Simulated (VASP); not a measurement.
# Al (Fm-3m) in VASP: notebook

The runs below take Al through single point, with LDA, PBEsol.

All numbers are computed with VASP 6.6.1; they aren't measurements. Logs are shortened: lines on timing, memory, paths and dates and some standing lists are left out, and cuts for length are marked.

### Step 1. The cell of the first run

The structure is cubic, space group Fm-3m (No. 225). The conventional cell has a = 3.983 Å, b = 3.983 Å, c = 3.983 Å, α = 90.00°, β = 90.00°, γ = 90.00°. Al (site symmetry m-3m) has 12 Al at 2.82 Å within 3.7 Å.

### Step 2. Single point, LDA

Input file INCAR:

```
ALGO = Normal
EDIFF = 1E-6
ENCUT = 520
ISIF = 2
ISMEAR = 1
LASPH = True
LCHARG = False
LREAL = False
LWAVE = False
NBANDS = 8
NELM = 80
PREC = Accurate
SIGMA = 0.1
```

Input file KPOINTS:

```
k-points
0
Gamma
  23 23 23
```

Input file POSCAR:

```
Al
1.0
    0.0000000000      1.9913261155      1.9913261155
    1.9913261155      0.0000000000      1.9913261155
    1.9913261155      1.9913261155      0.0000000000
Al
1
Direct
    0.0000000000      0.0000000000      0.0000000000
```

Potentials or basis: VASP PAW LDA potentials, release 64 (Al).

Run with:

```bash
$ cat potpaw_LDA.64/Al/POTCAR > POTCAR
$ mpirun -np 1 vasp_std > vasp.out
```

OUTCAR:

```text
EDIFF = 1E-6
   ENCUT = 520
   ISIF = 2
   ISMEAR = 1
   LASPH = True
   LREAL = False
   NELM = 80
   PREC = Accurate

 ion  position               nearest neighbor table
   1  0.000  0.000  0.000-

  LATTYP: Found a face centered cubic cell.
 ALAT       =     3.9826522310

  Lattice vectors:

 A1 = (   0.0000000000,   1.9913261155,   1.9913261155)
 A2 = (   1.9913261155,   0.0000000000,   1.9913261155)
 A3 = (   1.9913261155,   1.9913261155,   0.0000000000)

Analysis of symmetry for initial positions (statically):
=====================================================================
 Subroutine PRICEL returns:
 Original cell was already a primitive cell.

 Routine SETGRP: Setting up the symmetry group for a
 face centered cubic supercell.

 Subroutine GETGRP returns: Found 48 space group operations
[... 9 lines left out ...]

 Routine SETGRP: Setting up the symmetry group for a
 face centered cubic supercell.

 Subroutine GETGRP returns: Found 48 space group operations
[... 11 lines left out ...]
                                     Primitive cell

  volume of cell :      15.7927

  direct lattice vectors                    reciprocal lattice vectors
     0.000000000  1.991326115  1.991326115    -0.251088958  0.251088958  0.251088958
     1.991326115  0.000000000  1.991326115     0.251088958 -0.251088958  0.251088958
     1.991326115  1.991326115  0.000000000     0.251088958  0.251088958 -0.251088958

  length of vectors
     2.816160400  2.816160400  2.816160400     0.434898833  0.434898833  0.434898833

  position of ions in fractional coordinates (direct lattice)
     0.000000000  0.000000000  0.000000000

  ion indices of the primitive-cell ions
   primitive index   ion index
                 1           1

----------------------------------------------------------------------------------------

 KPOINTS: k-points

Automatic generation of k-mesh.
 Grid dimensions read from file:
 generate k-points for:   23   23   23

 Generating k-lattice:

  Cartesian coordinates                     Fractional coordinates (reciprocal lattice)
    -0.010916911  0.010916911  0.010916911     0.043478261  0.000000000  0.000000000
     0.010916911 -0.010916911  0.010916911     0.000000000  0.043478261  0.000000000
     0.010916911  0.010916911 -0.010916911     0.000000000  0.000000000  0.043478261

  Length of vectors
     0.018908645  0.018908645  0.018908645

  Shift w.r.t. Gamma in fractional coordinates (k-lattice)
     0.000000000  0.000000000  0.000000000

 Subroutine IBZKPT returns following result:
 ===========================================

 Found    364 irreducible k-points:

 Following reciprocal coordinates:
            Coordinates               Weight
  0.000000  0.000000  0.000000      1.000000
  0.043478  0.000000  0.000000      8.000000
  0.086957  0.000000  0.000000      8.000000
  0.130435  0.000000  0.000000      8.000000
  0.173913  0.000000  0.000000      8.000000
  0.217391  0.000000  0.000000      8.000000
[... 16 lines left out ...]
  0.478261  0.043478  0.000000     24.000000
 -0.478261  0.043478  0.000000     24.000000
 [... further k-points ...]
   k-points           NKPTS =    364   k-points in BZ     NKDIM =    364   number of bands    NBANDS=      8
   number of dos      NEDOS =    301   number of ions     NIONS =      1
   total plane-waves  NPLWV =  13824
   dimension x,y,z NGX =    24 NGY =   24 NGZ =   24
   dimension x,y,z NGXF=    48 NGYF=   48 NGZF=   48
   ions per type =               1
   NGX,Y,Z   is equivalent  to a cutoff of  14.17, 14.17, 14.17 a.u.
   NGXF,Y,Z  is equivalent  to a cutoff of  28.34, 28.34, 28.34 a.u.
 SYSTEM =  unknown system
   PREC   = accura    normal or accurate (medium, high low for compatibility)
   ISTART =      0    job   : 0-new  1-cont  2-samecut
   ICHARG =      2    charge: 1-file 2-atom 10-const
   ISPIN  =      1    spin polarized calculation?
   LNONCOLLINEAR =      F non collinear calculations
   LSORBIT =      F    spin-orbit coupling
   LASPH  =      T    aspherical Exc in radial PAW
   ENCUT  =  520.0 eV  38.22 Ry    6.18 a.u.   5.24  5.24  5.24*2*pi/ulx,y,z
   NELM   =     80;   NELMIN=  2; NELMDL= -5     # of ELM steps
   EDIFF  = 0.1E-05   stopping-criterion for ELM
   LREAL  =      F    real-space projection
   EDIFFG = 0.1E-04   stopping-criterion for IOM
   NSW    =      0    number of steps for IOM
   IBRION =     -1    ionic relax: 0-MD 1-quasi-New 2-CG
   NFREE  =      0    steps in history (QN), initial steepest desc. (CG)
   ISIF   =      2    stress and relaxation
   ISYM   =      2    0-nonsym 1-usesym 2-fastsym
   POTIM  = 0.5000    time-step for ionic-motion
   TEBEG  =    0.0;   TEEND  =   0.0 temperature during run
   PSTRESS=    0.0 pullay stress
   NELECT =       3.0000    total number of electrons
   NUPDOWN=      -1.0000    fix difference up-down
   EMIN   =  10.00;   EMAX   =-10.00  energy-range for DOS
   EFERMI =   0.00;   METHOD = LEGACY
   ISMEAR =     1;   SIGMA  =   0.10  broadening in eV -4-tet -1-fermi 0-gaus
   EFERMI_NEDOS =   21; number of points for ismear=-14 and -15
   IALGO  =     38    algorithm
   IMIX   =      4    mixing-type and parameters
     AMIX     =   0.40;   BMIX     =  1.00
     AMIX_MAG =   1.60;   BMIX_MAG =  1.00
  volume/ion in A,a.u.               =      15.79       106.57
  Fermi-wavevector in a.u.,A,eV,Ry     =   0.941086  1.778396 12.049915  0.885644
  Thomas-Fermi vector in A             =   2.068563
   LORBIT       =      0    0 simple, 1 ext, 2 COOP (PROOUT), +10 PAW based schemes
   GGA     = CA    functional components
   LHFCALC =     F    Hartree Fock is set to
   AEXX    =    0.0000 exact exchange contribution
   IVDW    =     0    specifies the selected vdW correction
   LEPSILON=     F    determine dielectric tensor
   LRPA    =     F    only Hartree local field effects (RPA)
 non-spin polarized calculation
 Methfessel and Paxton  Order N= 1 SIGMA  =   0.10
  energy-cutoff  :      520.00
  volume of cell :       15.79
 maximum number of plane-waves:       444
 NGX is ok and might be reduce to    24
   NGX = 11   NGY = 11   NGZ = 11

 number of electron       3.0000000 magnetization

 Free energy of the ion-electron system (eV)
  ---------------------------------------------------
  ext. energy  EPLUGINS =         0.00000000
  ---------------------------------------------------
  free energy    TOTEN  =        -4.19093678 eV

  energy without entropy =       -4.19128146  energy(sigma->0) =       -4.19105167

 E-fermi :   8.2482     XC(G=0): -10.5068

 val. band max:        8.2463949006   @ k =  -0.3043   0.4783   0.1739
 cond. band min:       8.2659769417   @ k =   0.3478   0.0000   0.0000
 fundamental gap:      0.0195820412
 Fermi energy:         8.2482116486

 k-point     1 :       0.0000    0.0000    0.0000
  band No.  band energies     occupation
      1      -3.1518      2.00000
      2      21.0636      0.00000
      3      21.0636      0.00000
      4      21.0636      0.00000
      5      22.7246      0.00000
      6      22.7246      0.00000
      7      22.7246      0.00000
      8      25.1872      0.00000

 k-point     2 :       0.0435    0.0000    0.0000
  band No.  band energies     occupation
      1      -3.0991      2.00000
      2      20.0166      0.00000
      3      20.8692      0.00000
      4      20.8692      0.00000
      5      23.0010      0.00000
      6      23.0010      0.00000
      7      23.1924      0.00000
      8      25.7329      0.00000

 k-point     3 :       0.0870    0.0000    0.0000
  band No.  band energies     occupation
      1      -2.9408      2.00000
      2      18.3027      0.00000
      3      20.4877      0.00000
      4      20.4877      0.00000
      5      23.3969      0.00000
      6      23.6195      0.00000
      7      23.6195      0.00000
      8      26.9325      0.00000

 k-point     4 :       0.1304    0.0000    0.0000
  band No.  band energies     occupation
      1      -2.6775      2.00000
      2      16.5116      0.00000
      3      20.1047      0.00000
      4      20.1047      0.00000
      5      23.3344      0.00000
      6      24.3323      0.00000
      7      24.3323      0.00000
      8      26.1296      0.00000

 k-point     5 :       0.1739    0.0000    0.0000
  band No.  band energies     occupation
      1      -2.3098      2.00000
      2      14.7384      0.00000
      3      19.7771      0.00000
      4      19.7771      0.00000
      5      23.1993      0.00000
      6      24.5644      0.00000
      7      24.5644      0.00000
      8      25.9001      0.00000

 k-point     6 :       0.2174    0.0000    0.0000
  band No.  band energies     occupation
      1      -1.8385      2.00000
      2      13.0151      0.00000
      3      19.5230      0.00000
      4      19.5230      0.00000
      5      23.0674      0.00000
      6      23.8954      0.00000
      7      23.8954      0.00000
      8      26.7038      0.00000

 k-point     7 :       0.2609    0.0000    0.0000
  band No.  band energies     occupation
      1      -1.2646      2.00000
      2      11.3567      0.00000
      3      19.3494      0.00000
      4      19.3494      0.00000
      5      22.9766      0.00000
      6      23.0992      0.00000
      7      23.0992      0.00000
      8      27.3215      0.00000
[... 133 lines left out ...]
 k-point    20 :       0.3478    0.0435    0.0000
  band No.  band energies     occupation
      1      -0.0382      2.00000
      2       8.8004     -0.00000
      3      18.3688      0.00000
      4      19.6209      0.00000
      5      20.6518      0.00000
      6      22.8281      0.00000
      7      23.5792      0.00000
      8      26.4012      0.00000

 k-point    21 :       0.3913    0.0435    0.0000
  band No.  band energies     occupation
      1       0.8017      2.00000
      2       7.3509      2.00000
      3      18.4199      0.00000
      4      19.6699      0.00000
      5      20.0206      0.00000
      6      22.2042      0.00000
      7      23.6828      0.00000
      8      25.7564      0.00000

 k-point    22 :       0.4348    0.0435    0.0000
  band No.  band energies     occupation
      1       1.7381      2.00000
      2       5.9869      2.00000
      3      18.5588      0.00000
      4      19.4344      0.00000
      5      19.8473      0.00000
      6      21.6613      0.00000
      7      23.8729      0.00000
      8      25.1655      0.00000

 k-point    23 :       0.4783    0.0435    0.0000
  band No.  band energies     occupation
      1       2.7661      2.00000
      2       4.7142      2.00000
      3      18.7859      0.00000
      4      18.9749      0.00000
      5      20.0742      0.00000
      6      21.2028      0.00000
      7      24.1515      0.00000
      8      24.6505      0.00000

 k-point    24 :      -0.4783    0.0435    0.0000
  band No.  band energies     occupation
      1       3.4732      2.00000
      2       3.9458      2.00000
      3      18.5977      0.00000
      4      19.1015      0.00000
      5      20.3961      0.00000
      6      20.8303      0.00000
      7      24.2169      0.00000
      8      24.5217      0.00000

 [... further k-points ...]
[... 5 lines left out ...]
  --------------------------------------------------------------------------------------
  -------------------------------------------------------------------------------------
  Total        0.0096601      0.0096601      0.0096601     -0.0000000     -0.0000000      0.0000000
  in kB        0.9800238      0.9800238      0.9800238     -0.0000000     -0.0000000      0.0000000
  external PRESSURE =       0.9800238 kB  Pullay stress =       0.0000000 kB

 VOLUME and BASIS-vectors are now :
 -----------------------------------------------------------------------------
  energy-cutoff  :      520.00
  volume of cell :       15.79
      direct lattice vectors                 reciprocal lattice vectors
     0.000000000  1.991326115  1.991326115    -0.251088958  0.251088958  0.251088958
     1.991326115  0.000000000  1.991326115     0.251088958 -0.251088958  0.251088958
     1.991326115  1.991326115  0.000000000     0.251088958  0.251088958 -0.251088958

 POSITION                                       TOTAL-FORCE (eV/Angst)
 -----------------------------------------------------------------------------------
      0.00000      0.00000      0.00000         0.000000      0.000000      0.000000
 -----------------------------------------------------------------------------------
    total drift:                               -0.000000      0.000000      0.000000

  FREE ENERGIE OF THE ION-ELECTRON SYSTEM (eV)
  ---------------------------------------------------
  free  energy   TOTEN  =        -4.1909367773 eV

  energy  without entropy=       -4.1912814645  energy(sigma->0) =       -4.19105167
```

Wall time 18 s (1 thread of Intel Xeon 6975P-C, shared host); peak memory 0.15 GiB.

Results:

```
Free energy : -4.1909 eV
Pressure    : 0.1 GPa
```

### Step 3. Single point, PBEsol

This run uses another cell than the first one, of 16.17 Å³/atom, 1.024 times its volume.

Input file INCAR:

```
  PREC = Accurate
  ENCUT = 520
  EDIFF = 1E-7
  ISMEAR = 1
  SIGMA = 0.1
  LREAL = F
  LASPH = T
  NELM = 100
  ALGO = Normal
  ISIF = 2
  LWAVE = F
  LCHARG = T
  GGA = PS
  LELF = T
  LVHAR = T
  NBANDS = 8
```

Input file KPOINTS:

```
regular mesh
0
Gamma
  23 23 23
```

Input file POSCAR:

```
Al
1.0
    0.0000000000      2.0072264823      2.0072264823
    2.0072264823      0.0000000000      2.0072264823
    2.0072264823      2.0072264823      0.0000000000
Al
1
Direct
    0.0000000000      0.0000000000      0.0000000000
```

Potentials or basis: VASP PAW PBE potentials, release 64 (Al).

Run with:

```bash
$ cat potpaw_PBE.64/Al/POTCAR > POTCAR
$ mpirun -np 1 vasp_std > vasp.out
```

OUTCAR:

```text
PREC = Accurate
   ENCUT = 520
   EDIFF = 1E-7
   ISMEAR = 1
   LREAL = F
   LASPH = T
   NELM = 100
   ISIF = 2
   GGA = PS

 ion  position               nearest neighbor table
   1  0.000  0.000  0.000-

  LATTYP: Found a face centered cubic cell.
 ALAT       =     4.0144529646

  Lattice vectors:

 A1 = (   0.0000000000,   2.0072264823,   2.0072264823)
 A2 = (   2.0072264823,   0.0000000000,   2.0072264823)
 A3 = (   2.0072264823,   2.0072264823,   0.0000000000)

Analysis of symmetry for initial positions (statically):
[... 433 lines left out ...]
  band No.  band energies     occupation
      1       3.4312      2.00000
      2       3.9004      2.00000
      3      18.4043      0.00000
      4      18.9098      0.00000
      5      20.1846      0.00000
      6      20.6258      0.00000
      7      23.8917      0.00000
      8      24.2071      0.00000

 [... further k-points ...]
[... 5 lines left out ...]
  --------------------------------------------------------------------------------------
  -------------------------------------------------------------------------------------
  Total        0.0061786      0.0061786      0.0061786     -0.0000000     -0.0000000      0.0000000
  in kB        0.6120394      0.6120394      0.6120394     -0.0000000     -0.0000000      0.0000000
  external PRESSURE =       0.6120394 kB  Pullay stress =       0.0000000 kB

 VOLUME and BASIS-vectors are now :
 -----------------------------------------------------------------------------
  energy-cutoff  :      520.00
  volume of cell :       16.17
      direct lattice vectors                 reciprocal lattice vectors
     0.000000000  2.007226482  2.007226482    -0.249099942  0.249099942  0.249099942
     2.007226482  0.000000000  2.007226482     0.249099942 -0.249099942  0.249099942
     2.007226482  2.007226482  0.000000000     0.249099942  0.249099942 -0.249099942

 POSITION                                       TOTAL-FORCE (eV/Angst)
 -----------------------------------------------------------------------------------
      0.00000      0.00000      0.00000        -0.000000     -0.000000     -0.000000
 -----------------------------------------------------------------------------------
    total drift:                               -0.000000      0.000000      0.000000

  FREE ENERGIE OF THE ION-ELECTRON SYSTEM (eV)
  ---------------------------------------------------
  free  energy   TOTEN  =        -4.0914439918 eV

  energy  without entropy=       -4.0918013496  energy(sigma->0) =       -4.09156311
```

OSZICAR:

```text
N       E                     dE             d eps       ncg     rms          rms(c)
DAV:   1    -0.268291577451E+01   -0.26829E+01   -0.87470E+02  5848   0.205E+02
DAV:   2    -0.411305369970E+01   -0.14301E+01   -0.13738E+01  8112   0.189E+01
DAV:   3    -0.412025696564E+01   -0.72033E-02   -0.71987E-02  7472   0.147E+00
DAV:   4    -0.412027608789E+01   -0.19122E-04   -0.19122E-04  9112   0.667E-02
DAV:   5    -0.412027612505E+01   -0.37161E-07   -0.36607E-07  7592   0.172E-03    0.143E+00
DAV:   6    -0.410308316040E+01    0.17193E-01   -0.21095E-03  7944   0.192E-01    0.812E-01
DAV:   7    -0.409146071367E+01    0.11622E-01   -0.57861E-03  7576   0.307E-01    0.172E-01
DAV:   8    -0.409144493183E+01    0.15782E-04   -0.20545E-05  8560   0.307E-02    0.107E-02
DAV:   9    -0.409144423139E+01    0.70045E-06   -0.32756E-07  8224   0.263E-03    0.785E-04
DAV:  10    -0.409144399029E+01    0.24110E-06   -0.36955E-09  7648   0.377E-04    0.319E-04
DAV:  11    -0.409144399178E+01   -0.14866E-08   -0.87286E-11  4344   0.509E-05
   1 F= -.40914440E+01 E0= -.40915631E+01  d E =0.357358E-03
```

Wall time 23 s (1 thread of Intel Xeon 6975P-C, shared host); peak memory 0.16 GiB.

What came out:

- Free energy: -4.0914 eV
- Pressure: 0.1 GPa

Levels at points of the mesh, in eV from the Fermi level:
```tsv
k point	band 1	band 2	band 3	band 4	band 5	band 6
(0.00, 0.00, 0.00)	-11.26	12.71	12.71	12.71	14.36	14.36
```

Caveat: the PAW data sets were made with another functional, which shifts forces and pressure a little.
